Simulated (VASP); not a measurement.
# W (Im-3m) in VASP: further runs

The runs below take W through single point, relaxation of cell and atoms, with r2SCAN.

Everything below comes from runs of VASP 6.6.1. Logs are shortened: lines on timing, memory, paths and dates and some standing lists are left out, and cuts for length are marked.

### 1 The cell of the first run

It takes space group Im-3m (No. 229, cubic). Conventional cell: a = 3.263 Å, b = 3.263 Å, c = 3.263 Å, α = 90.00°, β = 90.00°, γ = 90.00°. W (site symmetry m-3m) has 14 W at 2.83 to 3.26 Å within 3.7 Å.

### 2 Single point, r2SCAN (equal strain along all axes, cell held: +3.0 %)

Contents of POSCAR:

```
W
1.0
    3.2634531023      0.0000000000      0.0000000000
    0.0000000000      3.2634531023      0.0000000000
    0.0000000000      0.0000000000      3.2634531023
W
2
Direct
    0.0000000000      0.0000000000      0.0000000000
    0.5000000000      0.5000000000      0.5000000000
```

Contents of INCAR.step1:

```
SYSTEM = W
PREC = Accurate
ENCUT = 520
ISMEAR = 0
SIGMA = 0.1
LREAL = .FALSE.
LASPH = .TRUE.
NELM = 80
NBANDS = 21
GGA = PE
ALGO = Normal
EDIFF = 1E-4
LWAVE = .TRUE.
LCHARG = .FALSE.
```

Contents of INCAR.step2:

```
SYSTEM = W
PREC = Accurate
ENCUT = 520
EDIFF = 1E-6
ISMEAR = 0
SIGMA = 0.1
LREAL = .FALSE.
LASPH = .TRUE.
NELM = 80
ALGO = Normal
ISIF = 2
LWAVE = .FALSE.
LCHARG = .FALSE.
METAGGA = R2SCAN
LMIXTAU = .TRUE.
NBANDS = 21
ISTART = 1
```

Contents of KPOINTS:

```
regular mesh
0
G
  16 16 16
  0 0 0
```

Potentials or basis: VASP PAW PBE potentials, release 64 (W_sv).

Run with:

```bash
> cat potpaw_PBE.64/W_sv/POTCAR > POTCAR
> cp INCAR.step1 INCAR
> mpirun -np 1 vasp_std > vasp.out
> cp INCAR.step2 INCAR
> mpirun -np 1 vasp_std > vasp.out
```

OUTCAR:

```text
SYSTEM = W
   PREC = Accurate
   ENCUT = 520
   EDIFF = 1E-6
   ISMEAR = 0
   LREAL = .FALSE.
   LASPH = .TRUE.
   NELM = 80
   ISIF = 2
   METAGGA = R2SCAN
   ISTART = 1

 ion  position               nearest neighbor table
   1  0.000  0.000  0.000-   2 2.83   2 2.83   2 2.83   2 2.83   2 2.83   2 2.83   2 2.83   2 2.83

   2  0.500  0.500  0.500-   1 2.83   1 2.83   1 2.83   1 2.83   1 2.83   1 2.83   1 2.83   1 2.83

  LATTYP: Found a simple cubic cell.
 ALAT       =     3.2634531023

  Lattice vectors:

 A1 = (   3.2634531023,   0.0000000000,   0.0000000000)
 A2 = (   0.0000000000,   3.2634531023,   0.0000000000)
 A3 = (   0.0000000000,   0.0000000000,   3.2634531023)

Analysis of symmetry for initial positions (statically):
=====================================================================
 Subroutine PRICEL returns following result:

  LATTYP: Found a body centered cubic cell.
 ALAT       =     3.2634531023

  Lattice vectors:

 A1 = (   1.6317265512,   1.6317265512,  -1.6317265511)
 A2 = (  -1.6317265512,   1.6317265511,   1.6317265511)
 A3 = (   1.6317265512,  -1.6317265511,   1.6317265512)

   2 primitive cells build up your supercell.

 Routine SETGRP: Setting up the symmetry group for a
 simple cubic supercell.

 Subroutine GETGRP returns: Found 48 space group operations
 (whereof 48 operations were pure point group operations)
 out of a pool of 48 trial point group operations.

The static configuration has the point symmetry O_h .

Analysis of symmetry for dynamics (positions and initial velocities):
=====================================================================
 Subroutine PRICEL returns following result:

  LATTYP: Found a body centered cubic cell.
 ALAT       =     3.2634531023

  Lattice vectors:

 A1 = (   1.6317265512,   1.6317265512,  -1.6317265511)
 A2 = (  -1.6317265512,   1.6317265511,   1.6317265511)
 A3 = (   1.6317265512,  -1.6317265511,   1.6317265512)

   2 primitive cells build up your supercell.

 Routine SETGRP: Setting up the symmetry group for a
 simple cubic supercell.

 Subroutine GETGRP returns: Found 48 space group operations
 (whereof 48 operations were pure point group operations)
 out of a pool of 48 trial point group operations.

The dynamic configuration has the point symmetry O_h .

 Subroutine INISYM returns: Found 48 space group operations
 (whereof 48 operations are pure point group operations),
 and found     2 'primitive' translations

----------------------------------------------------------------------------------------

                                     Primitive cell

  volume of cell :      17.3781

  direct lattice vectors                    reciprocal lattice vectors
     1.631726551  1.631726551 -1.631726551     0.306423892  0.306423892  0.000000000
    -1.631726551  1.631726551  1.631726551    -0.000000000  0.306423892  0.306423892
     1.631726551 -1.631726551  1.631726551     0.306423892  0.000000000  0.306423892

  length of vectors
     2.826233291  2.826233291  2.826233291     0.433348823  0.433348823  0.433348823

  position of ions in fractional coordinates (direct lattice)
     0.000000000  0.000000000  0.000000000

  ion indices of the primitive-cell ions
   primitive index   ion index
                 1           1

----------------------------------------------------------------------------------------

 KPOINTS: regular mesh

Automatic generation of k-mesh.
 Grid dimensions read from file:
 generate k-points for:   16   16   16

 Generating k-lattice:

  Cartesian coordinates                     Fractional coordinates (reciprocal lattice)
     0.019151493  0.000000000  0.000000000     0.062500000  0.000000000  0.000000000
     0.000000000  0.019151493  0.000000000     0.000000000  0.062500000  0.000000000
     0.000000000  0.000000000  0.019151493     0.000000000  0.000000000  0.062500000

  Length of vectors
     0.019151493  0.019151493  0.019151493

  Shift w.r.t. Gamma in fractional coordinates (k-lattice)
     0.000000000  0.000000000  0.000000000

 Subroutine IBZKPT returns following result:
 ===========================================

 Found    165 irreducible k-points:

 Following reciprocal coordinates:
            Coordinates               Weight
  0.000000  0.000000  0.000000      1.000000
  0.062500  0.000000  0.000000      6.000000
  0.125000  0.000000  0.000000      6.000000
  0.187500  0.000000  0.000000      6.000000
  0.250000  0.000000  0.000000      6.000000
  0.312500  0.000000  0.000000      6.000000
[... 16 lines left out ...]
  0.437500  0.125000  0.000000     24.000000
  0.500000  0.125000  0.000000     12.000000
 [... further k-points ...]
   k-points           NKPTS =    165   k-points in BZ     NKDIM =    165   number of bands    NBANDS=     21
   number of dos      NEDOS =    301   number of ions     NIONS =      2
   total plane-waves  NPLWV =  13824
   dimension x,y,z NGX =    24 NGY =   24 NGZ =   24
   dimension x,y,z NGXF=    48 NGYF=   48 NGZF=   48
   ions per type =               2
   NGX,Y,Z   is equivalent  to a cutoff of  12.23, 12.23, 12.23 a.u.
   NGXF,Y,Z  is equivalent  to a cutoff of  24.45, 24.45, 24.45 a.u.
 SYSTEM =  W
   PREC   = accura    normal or accurate (medium, high low for compatibility)
   ISTART =      1    job   : 0-new  1-cont  2-samecut
   ICHARG =      0    charge: 1-file 2-atom 10-const
   ISPIN  =      1    spin polarized calculation?
   LNONCOLLINEAR =      F non collinear calculations
   LSORBIT =      F    spin-orbit coupling
   LASPH  =      T    aspherical Exc in radial PAW
   ENCUT  =  520.0 eV  38.22 Ry    6.18 a.u.   6.07  6.07  6.07*2*pi/ulx,y,z
   NELM   =     80;   NELMIN=  2; NELMDL=  0     # of ELM steps
   EDIFF  = 0.1E-05   stopping-criterion for ELM
   LREAL  =      F    real-space projection
   EDIFFG = 0.1E-04   stopping-criterion for IOM
   NSW    =      0    number of steps for IOM
   IBRION =     -1    ionic relax: 0-MD 1-quasi-New 2-CG
   NFREE  =      0    steps in history (QN), initial steepest desc. (CG)
   ISIF   =      2    stress and relaxation
   ISYM   =      2    0-nonsym 1-usesym 2-fastsym
   POTIM  = 0.5000    time-step for ionic-motion
   TEBEG  =    0.0;   TEEND  =   0.0 temperature during run
   PSTRESS=    0.0 pullay stress
   NELECT =      28.0000    total number of electrons
   NUPDOWN=      -1.0000    fix difference up-down
   EMIN   =  10.00;   EMAX   =-10.00  energy-range for DOS
   EFERMI =   0.00;   METHOD = LEGACY
   ISMEAR =     0;   SIGMA  =   0.10  broadening in eV -4-tet -1-fermi 0-gaus
   EFERMI_NEDOS =   21; number of points for ismear=-14 and -15
   IALGO  =     38    algorithm
   IMIX   =      4    mixing-type and parameters
     AMIX     =   0.40;   BMIX     =  1.00
     AMIX_MAG =   1.60;   BMIX_MAG =  1.00
  volume/ion in A,a.u.               =      17.38       117.27
  Fermi-wavevector in a.u.,A,eV,Ry     =   1.523293  2.878606 31.571255  2.320422
  Thomas-Fermi vector in A             =   2.631756
   LORBIT       =      0    0 simple, 1 ext, 2 COOP (PROOUT), +10 PAW based schemes
   METAGGA = R2SCAN    functional components
   LHFCALC =     F    Hartree Fock is set to
   AEXX    =    0.0000 exact exchange contribution
   IVDW    =     0    specifies the selected vdW correction
   LEPSILON=     F    determine dielectric tensor
   LRPA    =     F    only Hartree local field effects (RPA)
 non-spin polarized calculation
 Gauss-broadening in eV      SIGMA  =   0.10
  energy-cutoff  :      520.00
  volume of cell :       34.76
 maximum number of plane-waves:       968
   NGX = 13   NGY = 13   NGZ = 13

 number of electron      28.0000005 magnetization

 Free energy of the ion-electron system (eV)
  ---------------------------------------------------
  ext. energy  EPLUGINS =         0.00000000
  ---------------------------------------------------
  free energy    TOTEN  =      -102.49200142 eV

  energy without entropy =     -102.48651404  energy(sigma->0) =     -102.48925773

 E-fermi :  10.0221     XC(G=0): -14.3736

 val. band max:       10.0052241126   @ k =   0.2500   0.1875   0.0000
 cond. band min:      10.0260851033   @ k =   0.2500   0.1250   0.0625
 fundamental gap:      0.0208609907
 Fermi energy:        10.0221496962

 k-point     1 :       0.0000    0.0000    0.0000
  band No.  band energies     occupation
      1     -66.2496      2.00000
      2     -66.0733      2.00000
      3     -29.9480      2.00000
      4     -29.9480      2.00000
      5     -29.9480      2.00000
      6     -29.2322      2.00000
[... 13 lines left out ...]
     20      17.8231      0.00000
     21      17.8231      0.00000

 k-point     2 :       0.0625    0.0000    0.0000
  band No.  band energies     occupation
      1     -66.2476      2.00000
      2     -66.0748      2.00000
      3     -29.9478      2.00000
      4     -29.9409      2.00000
      5     -29.9409      2.00000
      6     -29.2463      2.00000
[... 13 lines left out ...]
     20      17.4950      0.00000
     21      18.3313      0.00000

 k-point     3 :       0.1250    0.0000    0.0000
  band No.  band energies     occupation
      1     -66.2419      2.00000
      2     -66.0791      2.00000
      3     -29.9467      2.00000
      4     -29.9198      2.00000
      5     -29.9198      2.00000
      6     -29.2874      2.00000
[... 13 lines left out ...]
     20      16.6847      0.00000
     21      19.4567      0.00000

 k-point     4 :       0.1875    0.0000    0.0000
  band No.  band energies     occupation
      1     -66.2329      2.00000
      2     -66.0863      2.00000
      3     -29.9424      2.00000
      4     -29.8857      2.00000
      5     -29.8857      2.00000
      6     -29.3510      2.00000
[... 13 lines left out ...]
     20      15.6888      0.00000
     21      20.8332      0.00000

 k-point     5 :       0.2500    0.0000    0.0000
  band No.  band energies     occupation
      1     -66.2208      2.00000
      2     -66.0961      2.00000
      3     -29.9320      2.00000
      4     -29.8400      2.00000
      5     -29.8400      2.00000
      6     -29.4310      2.00000
[... 13 lines left out ...]
     20      14.7270      0.00000
     21      22.3406      0.00000
[... 382 lines left out ...]
     20      14.8464      0.00000
     21      22.0713      0.00000

 k-point    22 :       0.3750    0.1250    0.0000
  band No.  band energies     occupation
      1     -66.1865      2.00000
      2     -66.1242      2.00000
      3     -29.9887      2.00000
      4     -29.7440      2.00000
      5     -29.7086      2.00000
      6     -29.6113      2.00000
[... 13 lines left out ...]
     20      14.0889      0.00000
     21      23.0158      0.00000

 k-point    23 :       0.4375    0.1250    0.0000
  band No.  band energies     occupation
      1     -66.1706      2.00000
      2     -66.1388      2.00000
      3     -29.9512      2.00000
      4     -29.8268      2.00000
      5     -29.6456      2.00000
      6     -29.5435      2.00000
[... 13 lines left out ...]
     20      13.6311      0.00000
     21      23.4775      0.00000

 k-point    24 :       0.5000    0.1250    0.0000
  band No.  band energies     occupation
      1     -66.1545      2.00000
      2     -66.1545      2.00000
      3     -29.8968      2.00000
      4     -29.8968      2.00000
      5     -29.5806      2.00000
      6     -29.5806      2.00000
[... 13 lines left out ...]
     20      13.4465      0.00000
     21      23.6964      0.00000

 [... further k-points ...]
[... 5 lines left out ...]
  --------------------------------------------------------------------------------------
  -------------------------------------------------------------------------------------
  Total       -4.9007768     -4.9007768     -4.9007768     -0.0000000      0.0000000     -0.0000000
  in kB     -225.9141231   -225.9141231   -225.9141231     -0.0000000      0.0000000     -0.0000000
  external PRESSURE =    -225.9141231 kB  Pullay stress =       0.0000000 kB

 VOLUME and BASIS-vectors are now :
 -----------------------------------------------------------------------------
  energy-cutoff  :      520.00
  volume of cell :       34.76
      direct lattice vectors                 reciprocal lattice vectors
     3.263453102  0.000000000  0.000000000     0.306423892  0.000000000  0.000000000
     0.000000000  3.263453102  0.000000000     0.000000000  0.306423892  0.000000000
     0.000000000  0.000000000  3.263453102     0.000000000  0.000000000  0.306423892

 POSITION                                       TOTAL-FORCE (eV/Angst)
 -----------------------------------------------------------------------------------
      0.00000      0.00000      0.00000         0.000000      0.000000      0.000000
      1.63173      1.63173      1.63173        -0.000000      0.000000     -0.000000
 -----------------------------------------------------------------------------------
    total drift:                                0.000000      0.000000     -0.000000

  FREE ENERGIE OF THE ION-ELECTRON SYSTEM (eV)
  ---------------------------------------------------
  free  energy   TOTEN  =      -102.4920014158 eV

  energy  without entropy=     -102.4865140407  energy(sigma->0) =     -102.48925773
```

Wall time 2.8 min (1 thread of Intel Xeon 8259CL, shared host); peak memory 0.22 GiB.

Results:

```yaml
Free_energy: -102.4920 eV
Pressure: -22.6 GPa
Band_gap_on_the_k_mesh: zero (bands 14 and 15 overlap by 0.86 eV)
```

Caveat: the cell differs from its parent crystal (equal strain along all axes, cell held: +3.0 %); the cell stands under tension; the PAW data sets were made with another functional, which shifts forces and pressure a little; spin-orbit coupling is left out, which moves the levels of the heavy elements.

(Part 1 of 2 ends here.)

The gap in the log of VASP goes by the Fermi energy; the results here count the filled bands.